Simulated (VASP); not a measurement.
# Mo (P6/mmm) in VASP: a series of runs

Runs on Mo. Level: PBEsol. Tasks: single point.

Everything below comes from runs of VASP 6.6.1. Logs are shortened: lines on timing, memory, paths and dates and some standing lists are left out, and cuts for length are marked.

## 1. The cell of the first run

The structure is hexagonal, space group P6/mmm (No. 191). Conventional cell: a = 2.680 Å, b = 2.680 Å, c = 2.503 Å, α = 90.00°, β = 90.00°, γ = 120.00°. Mo (site symmetry 6/mmm) has 8 Mo at 2.50 to 2.68 Å within 3.3 Å.

## 2. Single point, PBEsol

File INCAR:

```
PREC = Accurate
ENCUT = 520
EDIFF = 1E-6
ISMEAR = -1
SIGMA = 0.15
LREAL = F
LASPH = T
NELM = 80
ALGO = Normal
ISIF = 2
LWAVE = F
LCHARG = T
GGA = PS
LELF = T
LVHAR = T
NBANDS = 13
```

File KPOINTS:

```
Automatic mesh
0
Gamma
  12 12 11
```

File POSCAR:

```
Mo
1.0
    2.6796675963      0.0000000000      0.0000000000
   -1.3398337981      2.3206600629      0.0000000000
    0.0000000000      0.0000000000      2.5030198129
Mo
1
Direct
    0.0000000000      0.0000000000      0.5000000000
```

Potentials or basis: VASP PAW PBE potentials, release 64 (Mo_sv).

Started as:

```sh
> cat potpaw_PBE.64/Mo_sv/POTCAR > POTCAR
> mpirun -np 1 vasp_std > vasp.out
```

OUTCAR:

```text
PREC = Accurate
   ENCUT = 520
   EDIFF = 1E-6
   ISMEAR = -1
   LREAL = F
   LASPH = T
   NELM = 80
   ISIF = 2
   GGA = PS

 ion  position               nearest neighbor table
   1  0.000  0.000  0.500-

  LATTYP: Found a hexagonal cell.
 ALAT       =     2.6796675963
 C/A-ratio  =     0.9340784717

  Lattice vectors:

 A1 = (   2.6796675963,   0.0000000000,   0.0000000000)
 A2 = (  -1.3398337981,   2.3206600629,   0.0000000000)
 A3 = (   0.0000000000,   0.0000000000,   2.5030198129)

Analysis of symmetry for initial positions (statically):
=====================================================================
 Subroutine PRICEL returns:
 Original cell was already a primitive cell.

 Routine SETGRP: Setting up the symmetry group for a
 hexagonal supercell.

 Subroutine GETGRP returns: Found 24 space group operations
 (whereof 24 operations were pure point group operations)
 out of a pool of 24 trial point group operations.

The static configuration has the point symmetry D_6h.

Analysis of symmetry for dynamics (positions and initial velocities):
=====================================================================
 Subroutine PRICEL returns:
 Original cell was already a primitive cell.

 Routine SETGRP: Setting up the symmetry group for a
 hexagonal supercell.

 Subroutine GETGRP returns: Found 24 space group operations
 (whereof 24 operations were pure point group operations)
 out of a pool of 24 trial point group operations.

The dynamic configuration has the point symmetry D_6h.

 Subroutine INISYM returns: Found 24 space group operations
 (whereof 24 operations are pure point group operations),
 and found     1 'primitive' translations

----------------------------------------------------------------------------------------

                                     Primitive cell

  volume of cell :      15.5653

  direct lattice vectors                    reciprocal lattice vectors
     2.679667596  0.000000000  0.000000000     0.373180614  0.215455942  0.000000000
    -1.339833798  2.320660063  0.000000000     0.000000000  0.430911884  0.000000000
     0.000000000  0.000000000  2.503019813     0.000000000  0.000000000  0.399517413

  length of vectors
     2.679667596  2.679667467  2.503019813     0.430911863  0.430911884  0.399517413

  position of ions in fractional coordinates (direct lattice)
     0.000000000  0.000000000  0.500000000

  ion indices of the primitive-cell ions
   primitive index   ion index
                 1           1

----------------------------------------------------------------------------------------

 KPOINTS: Automatic mesh

Automatic generation of k-mesh.
 Grid dimensions read from file:
 generate k-points for:   12   12   11

 Generating k-lattice:

  Cartesian coordinates                     Fractional coordinates (reciprocal lattice)
     0.031098385  0.017954662  0.000000000     0.083333333  0.000000000  0.000000000
     0.000000000  0.035909324  0.000000000     0.000000000  0.083333333  0.000000000
     0.000000000  0.000000000  0.036319765     0.000000000  0.000000000  0.090909091

  Length of vectors
     0.035909322  0.035909324  0.036319765

  Shift w.r.t. Gamma in fractional coordinates (k-lattice)
     0.000000000  0.000000000  0.000000000

 Subroutine IBZKPT returns following result:
 ===========================================

 Found    114 irreducible k-points:

 Following reciprocal coordinates:
            Coordinates               Weight
  0.000000  0.000000  0.000000      1.000000
  0.083333  0.000000  0.000000      6.000000
  0.166667  0.000000  0.000000      6.000000
  0.250000  0.000000  0.000000      6.000000
  0.333333  0.000000  0.000000      6.000000
  0.416667  0.000000  0.000000      6.000000
[... 16 lines left out ...]
  0.250000  0.000000  0.090909     12.000000
  0.333333  0.000000  0.090909     12.000000
 [... further k-points ...]
   k-points           NKPTS =    114   k-points in BZ     NKDIM =    114   number of bands    NBANDS=     13
   number of dos      NEDOS =    301   number of ions     NIONS =      1
   total plane-waves  NPLWV =   8000
   dimension x,y,z NGX =    20 NGY =   20 NGZ =   20
   dimension x,y,z NGXF=    40 NGYF=   40 NGZF=   40
   ions per type =               1
   NGX,Y,Z   is equivalent  to a cutoff of  12.41, 12.41, 13.28 a.u.
   NGXF,Y,Z  is equivalent  to a cutoff of  24.82, 24.82, 26.57 a.u.
 SYSTEM =  unknown system
   PREC   = accura    normal or accurate (medium, high low for compatibility)
   ISTART =      0    job   : 0-new  1-cont  2-samecut
   ICHARG =      2    charge: 1-file 2-atom 10-const
   ISPIN  =      1    spin polarized calculation?
   LNONCOLLINEAR =      F non collinear calculations
   LSORBIT =      F    spin-orbit coupling
   LASPH  =      T    aspherical Exc in radial PAW
   ENCUT  =  520.0 eV  38.22 Ry    6.18 a.u.   4.98  4.98  4.65*2*pi/ulx,y,z
   NELM   =     80;   NELMIN=  2; NELMDL= -5     # of ELM steps
   EDIFF  = 0.1E-05   stopping-criterion for ELM
   LREAL  =      F    real-space projection
   EDIFFG = 0.1E-04   stopping-criterion for IOM
   NSW    =      0    number of steps for IOM
   IBRION =     -1    ionic relax: 0-MD 1-quasi-New 2-CG
   NFREE  =      0    steps in history (QN), initial steepest desc. (CG)
   ISIF   =      2    stress and relaxation
   ISYM   =      2    0-nonsym 1-usesym 2-fastsym
   POTIM  = 0.5000    time-step for ionic-motion
   TEBEG  =    0.0;   TEEND  =   0.0 temperature during run
   PSTRESS=    0.0 pullay stress
   NELECT =      14.0000    total number of electrons
   NUPDOWN=      -1.0000    fix difference up-down
   EMIN   =  10.00;   EMAX   =-10.00  energy-range for DOS
   EFERMI =   0.00;   METHOD = LEGACY
   ISMEAR =    -1;   SIGMA  =   0.15  broadening in eV -4-tet -1-fermi 0-gaus
   EFERMI_NEDOS =   21; number of points for ismear=-14 and -15
   IALGO  =     38    algorithm
   IMIX   =      4    mixing-type and parameters
     AMIX     =   0.40;   BMIX     =  1.00
     AMIX_MAG =   1.60;   BMIX_MAG =  1.00
  volume/ion in A,a.u.               =      15.57       105.04
  Fermi-wavevector in a.u.,A,eV,Ry     =   1.580272  2.986282 33.977293  2.497261
  Thomas-Fermi vector in A             =   2.680525
   LORBIT       =      0    0 simple, 1 ext, 2 COOP (PROOUT), +10 PAW based schemes
   GGA     = PS    functional components
   LHFCALC =     F    Hartree Fock is set to
   AEXX    =    0.0000 exact exchange contribution
   IVDW    =     0    specifies the selected vdW correction
   LEPSILON=     F    determine dielectric tensor
   LRPA    =     F    only Hartree local field effects (RPA)
 non-spin polarized calculation
  energy-cutoff  :      520.00
  volume of cell :       15.57
 maximum number of plane-waves:       435
 NGX is ok and might be reduce to    20
   NGX =  9   NGY =  9   NGZ =  9

 number of electron      14.0000000 magnetization

 Free energy of the ion-electron system (eV)
  ---------------------------------------------------
  ext. energy  EPLUGINS =         0.00000000
  ---------------------------------------------------
  free energy    TOTEN  =       -10.87675188 eV

  energy without entropy =      -10.80942483  energy(sigma->0) =      -10.84308835

 E-fermi :  12.4356     XC(G=0): -13.4617

 val. band max:       12.4284620203   @ k =   0.0000   0.0000   0.4545
 cond. band min:      12.4365489631   @ k =   0.2500   0.0000   0.3636
 fundamental gap:      0.0080869428
 Fermi energy:        12.4355622408

 k-point     1 :       0.0000    0.0000    0.0000
  band No.  band energies     occupation
      1     -48.5744      2.00000
      2     -21.7169      2.00000
      3     -21.7169      2.00000
      4     -21.6606      2.00000
      5       5.3759      2.00000
      6       7.7167      2.00000
      7      11.3851      1.99818
      8      11.3851      1.99818
      9      16.8945      0.00000
     10      16.8945      0.00000
     11      25.4199      0.00000
     12      28.6675      0.00000
     13      33.6269      0.00000

 k-point     2 :       0.0833    0.0000    0.0000
  band No.  band energies     occupation
      1     -48.5556      2.00000
      2     -21.8376      2.00000
      3     -21.7436      2.00000
      4     -21.6480      2.00000
      5       5.6648      2.00000
      6       7.8458      2.00000
      7      11.0949      1.99974
      8      11.6572      1.98890
      9      16.5650      0.00000
     10      16.8407      0.00000
     11      26.1006      0.00000
     12      29.2563      0.00000
     13      32.1981      0.00000

 k-point     3 :       0.1667    0.0000    0.0000
  band No.  band energies     occupation
      1     -48.5038      2.00000
      2     -22.1602      2.00000
      3     -21.8159      2.00000
      4     -21.6132      2.00000
      5       6.4068      2.00000
      6       8.1933      2.00000
      7      10.5252      1.99999
      8      12.4487      0.95614
      9      15.7747      0.00000
     10      16.6968      0.00000
     11      27.6333      0.00000
     12      30.0526      0.00000
     13      30.7682      0.00000
[... 305 lines left out ...]
 k-point    23 :       0.2500    0.0000    0.0909
  band No.  band energies     occupation
      1     -48.4094      2.00000
      2     -22.5659      2.00000
      3     -21.8974      2.00000
      4     -21.7361      2.00000
      5       7.4441      2.00000
      6       8.7420      2.00000
      7      10.5864      1.99999
      8      13.7233      0.00037
      9      14.5505      0.00000
     10      16.0823      0.00000
     11      27.4006      0.00000
     12      29.9647      0.00000
     13      30.8760      0.00000

 k-point    24 :       0.3333    0.0000    0.0909
  band No.  band energies     occupation
      1     -48.3370      2.00000
      2     -22.9731      2.00000
      3     -21.9928      2.00000
      4     -21.6848      2.00000
      5       7.5877      2.00000
      6       8.9556      2.00000
      7      11.3491      1.99857
      8      14.2036      0.00002
      9      15.1678      0.00000
     10      15.9177      0.00000
     11      25.5150      0.00000
     12      29.1921      0.00000
     13      30.2866      0.00000

 [... further k-points ...]
[... 5 lines left out ...]
  --------------------------------------------------------------------------------------
  -------------------------------------------------------------------------------------
  Total        1.5153624      1.5153622      0.2298722      0.0000000      0.0000000      0.0000000
  in kB      155.9805138    155.9804938     23.6613908      0.0000000      0.0000000      0.0000000
  external PRESSURE =     111.8741328 kB  Pullay stress =       0.0000000 kB

 VOLUME and BASIS-vectors are now :
 -----------------------------------------------------------------------------
  energy-cutoff  :      520.00
  volume of cell :       15.57
      direct lattice vectors                 reciprocal lattice vectors
     2.679667596  0.000000000  0.000000000     0.373180614  0.215455942  0.000000000
    -1.339833798  2.320660063  0.000000000     0.000000000  0.430911884  0.000000000
     0.000000000  0.000000000  2.503019813     0.000000000  0.000000000  0.399517413

 POSITION                                       TOTAL-FORCE (eV/Angst)
 -----------------------------------------------------------------------------------
      0.00000      0.00000      1.25151        -0.000000      0.000000      0.000000
 -----------------------------------------------------------------------------------
    total drift:                                0.000000      0.000000     -0.000000

  FREE ENERGIE OF THE ION-ELECTRON SYSTEM (eV)
  ---------------------------------------------------
  free  energy   TOTEN  =       -10.8767518783 eV

  energy  without entropy=      -10.8094248297  energy(sigma->0) =      -10.84308835
```

Run time: 22 s. Hardware: 1 thread of Intel Xeon 8259CL, shared host; peak memory 0.14 GiB.

What came out:

```
Free energy            : -10.8768 eV
Pressure               : 11.2 GPa
Band gap on the k mesh : zero (band 7 reaches 13.41 eV, above the bottom of band 8 at 11.39 eV)
```

Caveat: the PAW data sets were made with another functional, which shifts forces and pressure a little.

## 3. Single point, PBEsol

This run uses another cell than the first one, of 16.06 Å³/atom, 1.032 times its volume.

File INCAR:

```
SYSTEM = Mo
  PREC = Accurate
  ENCUT = 520
  EDIFF = 1E-7
  ISMEAR = -1
  SIGMA = 0.15
  LREAL = .False.
  LASPH = .True.
  NELM = 60
  ALGO = Normal
  ISIF = 2
  LWAVE = .False.
  LCHARG = .False.
  GGA = PS
  NBANDS = 13
```

File KPOINTS:

```
regular mesh
0
Gamma
  12 12 11
  0 0 0
```

File POSCAR:

```
Mo
1.0
    2.7078766966      0.0000000000      0.0000000000
   -1.3539383483      2.3450898588      0.0000000000
    0.0000000000      0.0000000000      2.5293693262
Mo
1
Direct
    0.0000000000      0.0000000000      0.5000000000
```

Potentials or basis: VASP PAW PBE potentials, release 64 (Mo_sv).

Started as:

```sh
> cat potpaw_PBE.64/Mo_sv/POTCAR > POTCAR
> mpirun -np 1 vasp_std > vasp.out
```

Wall time 24 s (1 thread of Intel Xeon 8259CL, shared host); peak memory 0.14 GiB.

Results (log left out):

```yaml
Free_energy: -10.8991 eV
Pressure: 3.2 GPa
Band_gap_on_the_k_mesh: zero (band 7 reaches 12.90 eV, above the bottom of band 8 at 10.95 eV)
```

Stress tensor (GPa, compression positive):
```
 7.19  0.00  0.00
 0.00  7.19  0.00
 0.00  0.00 -4.64
```

Levels at points of the mesh, in eV from the Fermi level:
```tsv
k point	band 3	band 4	band 5	band 6	band 7	band 8	band 9	band 10	band 11	band 12
(0.00, 0.00, 0.00)	-34.22	-34.17	-6.97	-4.54	-0.99	-0.99	4.26	4.26	12.97	15.95
(0.50, 0.00, 0.00)	-34.57	-34.00	-5.16	-3.28	0.96	1.07	3.55	4.59	10.51	13.62
```

Caveat: the PAW data sets were made with another functional, which shifts forces and pressure a little.

[end of part 1 of 2]
